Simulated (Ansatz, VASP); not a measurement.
## One calculation of BiTe, two programs

Contents of INCAR:

```
ALGO = Fast
EDIFF = 1E-6
ENCUT = 520
GGA = PS
ISIF = 2
ISMEAR = 0
LASPH = True
LCHARG = False
LREAL = False
LWAVE = False
NBANDS = 18
NELM = 80
PREC = Accurate
SIGMA = 0.15
```

The input KPOINTS:

```
k-points
0
Gamma
  18 18 18
```

POSCAR

```
BiTe
1.0
    2.3992465521      1.3852056427      3.3229150656
   -2.3992465521      1.3852056427      3.3229150656
    0.0000000000     -2.7704112854      3.3229150656
Bi Te
1 1
Direct
    0.5000000000      0.5000000000      0.5000000000
    0.0000000000      0.0000000000      0.0000000000
```

Input for Ansatz:

```yaml
crystal:
  lattice:
    - [2.3992465521, 1.3852056427, 3.3229150656]
    - [-2.3992465521, 1.3852056427, 3.3229150656]
    - [0.0, -2.7704112854, 3.3229150656]
  atoms:
    - { symbol: Bi, position: [0.5, 0.5, 0.5] }
    - { symbol: Te, position: [0.0, 0.0, 0.0] }
basis:
  ecutwfc: 420
kpoints:
  mp_grid: { grid: [18, 18, 18] }
hamiltonian:
  xc: pbesol
scf:
  occupations: { method: gaussian, width: 0.15 }
output:
  forces: true
  stress: true
  eigenvalues: true
```

Change from the starting cell: strain +0.0400 x Voigt [0, 0, 1, 0, 0, 0], atoms carried along.

Alike in both runs: task single point; functional PBEsol; k mesh 18 × 18 × 18; occupations gaussian, width 0.15 eV; no spin polarisation.

```csv
,VASP,Ansatz
version,VASP 6.6.1,Ansatz 0.2.0
potentials or method,"VASP PAW PBE potentials, release 64 (Bi_d, Te), cutoff 520 eV","scalar-relativistic, plane waves, PAW"
valence electrons in the cell,21,31
```

|  | VASP | Ansatz | Ansatz less VASP |
| --- | --- | --- | --- |
| gap on the k mesh at the Fermi level (eV) | none | none | - |
| pressure (GPa) | -1.6 | -1.6 | +0.03 |
| traceless stress, the component that is largest in VASP (GPa) | -0.09 | -0.09 | +0.002 |

VASP's potentials were made for PBE, not for PBEsol. A gap of «none» marks a metal or a gap that the smearing closes. VASP's potentials hold 21 valence electrons a cell and Ansatz's 31, so a difference there can come from the potentials and not from the codes.

Spin-orbit coupling is off throughout.
